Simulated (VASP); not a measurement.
# WC4 (I4) in VASP: single point with PBE

Aim: the single point of WC4 with PBE.

Program: VASP 6.6.1. These are calculated values, not measurements. Logs are shortened: lines on timing, memory, paths and dates and some standing lists are left out, and cuts for length are marked.

## Step 1: The cell of the first run

The typed cell holds 5 atoms: a = 4.034 Å, b = 4.034 Å, c = 4.034 Å, α = 112.89°, β = 112.89°, γ = 102.83°.

The cell was generated, and may not be a known phase.

## Step 2: Single point, PBE

File INCAR:

```
PREC = Accurate
ENCUT = 1300
EDIFF = 1E-6
ISMEAR = 0
SIGMA = 0.2
LREAL = F
LASPH = T
NELM = 120
ALGO = Normal
ISIF = 2
LWAVE = F
LCHARG = T
GGA = PE
LELF = T
LVHAR = T
NBANDS = 23
GGA_COMPAT = F
```

File KPOINTS:

```
regular mesh
0
Gamma
  4 4 4
```

File POSCAR:

```
WC4
1.0
   -2.2295372394      2.2295372394      2.5158295707
    2.2295372394     -2.2295372394      2.5158295707
    2.2295372394      2.2295372394     -2.5158295707
W C
1 4
Direct
    0.8353094878      0.8353094878      0.0000000000
    0.4789642424      0.1926098369      0.5003269033
    0.6922829336      0.9786373392      0.4996730967
    0.1926098369      0.6922829336      0.7136455945
    0.9786373392      0.4789642424      0.2863544055
```

Potentials or basis: VASP PAW PBE potentials, release 64 (W_sv, C_h).

Command:

```bash
$ cat potpaw_PBE.64/W_sv/POTCAR potpaw_PBE.64/C_h/POTCAR > POTCAR
$ mpirun -np 1 vasp_std > vasp.out
```

OUTCAR:

```text
PREC = Accurate
   ENCUT = 1300
   EDIFF = 1E-6
   ISMEAR = 0
   LREAL = F
   LASPH = T
   NELM = 120
   ISIF = 2
   GGA = PE

 ion  position               nearest neighbor table
   1  0.835  0.835  0.000-   3 2.21   2 2.21   4 2.21   5 2.21   5 2.21   2 2.21   4 2.21   3 2.21

   2  0.479  0.193  0.500-   3 1.35   1 2.21   1 2.21
   3  0.692  0.979  0.500-   2 1.35   1 2.21   1 2.21
   4  0.193  0.692  0.714-   5 1.35   1 2.21   1 2.21
   5  0.979  0.479  0.286-   4 1.35   1 2.21   1 2.21

  LATTYP: Found a body centered tetragonal cell.
 ALAT       =     4.4590744788
 C/A-ratio  =     1.1284088582

  Lattice vectors:

 A1 = (  -2.2295372394,   2.2295372394,   2.5158295707)
 A2 = (   2.2295372394,  -2.2295372394,   2.5158295707)
 A3 = (   2.2295372394,   2.2295372394,  -2.5158295707)

Analysis of symmetry for initial positions (statically):
=====================================================================
 Subroutine PRICEL returns:
 Original cell was already a primitive cell.

 Routine SETGRP: Setting up the symmetry group for a
 body centered tetragonal supercell.

 Subroutine GETGRP returns: Found  4 space group operations
 (whereof  4 operations were pure point group operations)
 out of a pool of 16 trial point group operations.

The static configuration has the point symmetry     .

Analysis of symmetry for dynamics (positions and initial velocities):
=====================================================================
 Subroutine PRICEL returns:
 Original cell was already a primitive cell.

 Routine SETGRP: Setting up the symmetry group for a
 body centered tetragonal supercell.

 Subroutine GETGRP returns: Found  4 space group operations
 (whereof  4 operations were pure point group operations)
 out of a pool of 16 trial point group operations.

The dynamic configuration has the point symmetry     .

 Subroutine INISYM returns: Found  4 space group operations
 (whereof  4 operations are pure point group operations),
 and found     1 'primitive' translations

----------------------------------------------------------------------------------------

                                     Primitive cell

  volume of cell :      50.0231

[... 79 lines left out ...]
   LSORBIT =      F    spin-orbit coupling
   LASPH  =      T    aspherical Exc in radial PAW
   ENCUT  = 1300.0 eV  95.55 Ry    9.77 a.u.  11.86 11.86 11.86*2*pi/ulx,y,z
   NELM   =    120;   NELMIN=  2; NELMDL= -5     # of ELM steps
   EDIFF  = 0.1E-05   stopping-criterion for ELM
   LREAL  =      F    real-space projection
   EDIFFG = 0.1E-04   stopping-criterion for IOM
   NSW    =      0    number of steps for IOM
   IBRION =     -1    ionic relax: 0-MD 1-quasi-New 2-CG
   NFREE  =      0    steps in history (QN), initial steepest desc. (CG)
   ISIF   =      2    stress and relaxation
   ISYM   =      2    0-nonsym 1-usesym 2-fastsym
   POTIM  = 0.5000    time-step for ionic-motion
   TEBEG  =    0.0;   TEEND  =   0.0 temperature during run
   PSTRESS=    0.0 pullay stress
   NELECT =      30.0000    total number of electrons
   NUPDOWN=      -1.0000    fix difference up-down
   EMIN   =  10.00;   EMAX   =-10.00  energy-range for DOS
   EFERMI =   0.00;   METHOD = LEGACY
   ISMEAR =     0;   SIGMA  =   0.20  broadening in eV -4-tet -1-fermi 0-gaus
   EFERMI_NEDOS =   21; number of points for ismear=-14 and -15
   IALGO  =     38    algorithm
   IMIX   =      4    mixing-type and parameters
     AMIX     =   0.40;   BMIX     =  1.00
     AMIX_MAG =   1.60;   BMIX_MAG =  1.00
  volume/ion in A,a.u.               =      10.00        67.51
  Fermi-wavevector in a.u.,A,eV,Ry     =   1.380570  2.608899 25.932335  1.905973
  Thomas-Fermi vector in A             =   2.505435
   LORBIT       =      0    0 simple, 1 ext, 2 COOP (PROOUT), +10 PAW based schemes
   GGA     = PE    functional components
   LHFCALC =     F    Hartree Fock is set to
   AEXX    =    0.0000 exact exchange contribution
   IVDW    =     0    specifies the selected vdW correction
   LEPSILON=     F    determine dielectric tensor
   LRPA    =     F    only Hartree local field effects (RPA)
 non-spin polarized calculation
 Gauss-broadening in eV      SIGMA  =   0.20
  energy-cutoff  :     1300.00
  volume of cell :       50.02
 maximum number of plane-waves:      5346
   NGX = 23   NGY = 23   NGZ = 23

 number of electron      30.0000000 magnetization

 Free energy of the ion-electron system (eV)
  ---------------------------------------------------
  ext. energy  EPLUGINS =         0.00000000
  ---------------------------------------------------
  free energy    TOTEN  =       -42.69626400 eV

  energy without entropy =      -42.68771346  energy(sigma->0) =      -42.69198873

 E-fermi :   7.4145     XC(G=0): -11.9817

 val. band max:        7.2000990675   @ k =   0.0000   0.0000   0.0000
 cond. band min:       7.5757509612   @ k =   0.2500   0.0000   0.0000
 fundamental gap:      0.3756518937
 Fermi energy:         7.4144633078

 k-point     1 :       0.0000    0.0000    0.0000
  band No.  band energies     occupation
      1     -66.7861      2.00000
      2     -31.0404      2.00000
      3     -31.0404      2.00000
      4     -30.9029      2.00000
      5      -9.1922      2.00000
      6      -5.4273      2.00000
[... 353 lines left out ...]
     22      13.6060      0.00000
     23      13.6060      0.00000

------------------------ aborting loop because EDIFF is reached ----------------------------------------

  FORCE on cell =-STRESS in cart. coord.  units (eV):
  Direction    XX          YY          ZZ          XY          YZ          ZX
  --------------------------------------------------------------------------------------
  -------------------------------------------------------------------------------------
  Total        0.2377541      0.2377541     -0.0840379     -0.0000000      0.0000000      0.0000000
  in kB        7.6149642      7.6149642     -2.6916279     -0.0000002      0.0000000      0.0000000
  external PRESSURE =       4.1794335 kB  Pullay stress =       0.0000000 kB

 VOLUME and BASIS-vectors are now :
 -----------------------------------------------------------------------------
  energy-cutoff  :     1300.00
  volume of cell :       50.02
      direct lattice vectors                 reciprocal lattice vectors
    -2.229537239  2.229537239  2.515829571     0.000000000  0.224261785  0.198741602
     2.229537239 -2.229537239  2.515829571     0.224261785  0.000000000  0.198741602
     2.229537239  2.229537239 -2.515829571     0.224261785  0.224261785  0.000000000

 POSITION                                       TOTAL-FORCE (eV/Angst)
 -----------------------------------------------------------------------------------
      0.00000      0.00000      4.20299        -0.000000     -0.000000      0.028000
      0.47706      1.75394      0.43083        -0.059253      0.040241     -0.007000
      1.75248      0.47560      2.94666         0.059253     -0.040241     -0.007000
      2.70514      0.47706      0.43083        -0.040241     -0.059253     -0.007000
     -0.47560      1.75248      2.94666         0.040241      0.059253     -0.007000
 -----------------------------------------------------------------------------------
    total drift:                                0.000000     -0.000000      0.000014

  FREE ENERGIE OF THE ION-ELECTRON SYSTEM (eV)
  ---------------------------------------------------
  free  energy   TOTEN  =       -42.6962640010 eV

  energy  without entropy=      -42.6877134601  energy(sigma->0) =      -42.69198873
```

OSZICAR:

```text
N       E                     dE             d eps       ncg     rms          rms(c)
DAV:   1     0.336504827559E+03    0.33650E+03   -0.26832E+04   644   0.267E+03
DAV:   2    -0.206945160829E+02   -0.35720E+03   -0.34179E+03   710   0.562E+02
DAV:   3    -0.476101721891E+02   -0.26916E+02   -0.25346E+02   849   0.120E+02
DAV:   4    -0.484401937658E+02   -0.83002E+00   -0.82664E+00   714   0.217E+01
DAV:   5    -0.484541795337E+02   -0.13986E-01   -0.13984E-01   843   0.295E+00    0.295E+01
DAV:   6    -0.436614014149E+02    0.47928E+01   -0.18972E+01   753   0.328E+01    0.716E+00
DAV:   7    -0.428453923712E+02    0.81601E+00   -0.52470E+00   665   0.158E+01    0.867E+00
DAV:   8    -0.426998182548E+02    0.14557E+00   -0.43144E-01   714   0.484E+00    0.149E+00
DAV:   9    -0.426970842971E+02    0.27340E-02   -0.50420E-02   742   0.152E+00    0.235E-01
DAV:  10    -0.426962926825E+02    0.79161E-03   -0.39639E-03   714   0.420E-01    0.179E-01
DAV:  11    -0.426962871214E+02    0.55611E-05   -0.93701E-04   749   0.240E-01    0.911E-02
DAV:  12    -0.426962619669E+02    0.25154E-04   -0.12614E-04   686   0.952E-02    0.960E-03
DAV:  13    -0.426962641025E+02   -0.21356E-05   -0.55348E-06   808   0.178E-02    0.268E-03
DAV:  14    -0.426962640010E+02    0.10154E-06   -0.30309E-07   343   0.377E-03
   1 F= -.42696264E+02 E0= -.42691989E+02  d E =-.855054E-02
```

stdout:

```text
POSCAR found type information on POSCAR W C
 POSCAR found :  2 types and       5 ions
 scaLAPACK will be used
 LDA part: xc-table for (Slater+PW92), standard interpolation
 POSCAR, INCAR and KPOINTS ok, starting setup
 FFT: planning ... GRIDC
 FFT: planning ... GRID_SOFT
 FFT: planning ... GRID
 WAVECAR not read
 entering main loop
```

It took 59 s on 1 thread of AMD EPYC 7R13 (Zen 3), shared host; peak memory 0.31 GiB.

What came out:

| Item | Value |
| --- | --- |
| Free energy | -42.6963 eV |
| Pressure | 0.4 GPa |
| Largest force | 0.072 eV/Å |
| Band gap on the k mesh | zero (bands 15 and 16 overlap by 0.29 eV) |

Forces on the atoms (eV/Å):
```
W    0.000  0.000  0.028
C   -0.059  0.040 -0.007
C    0.059 -0.040 -0.007
C   -0.040 -0.059 -0.007
C    0.040  0.059 -0.007
```

Stress tensor (GPa, compression positive):
```
 0.76  0.00  0.00
 0.00  0.76  0.00
 0.00  0.00 -0.27
```

Caveat: the k points lie up to 0.47 Å⁻¹ apart; spin-orbit coupling is left out, which moves the levels of the heavy elements.

The gap in the log of VASP goes by the Fermi energy; the results here count the filled bands.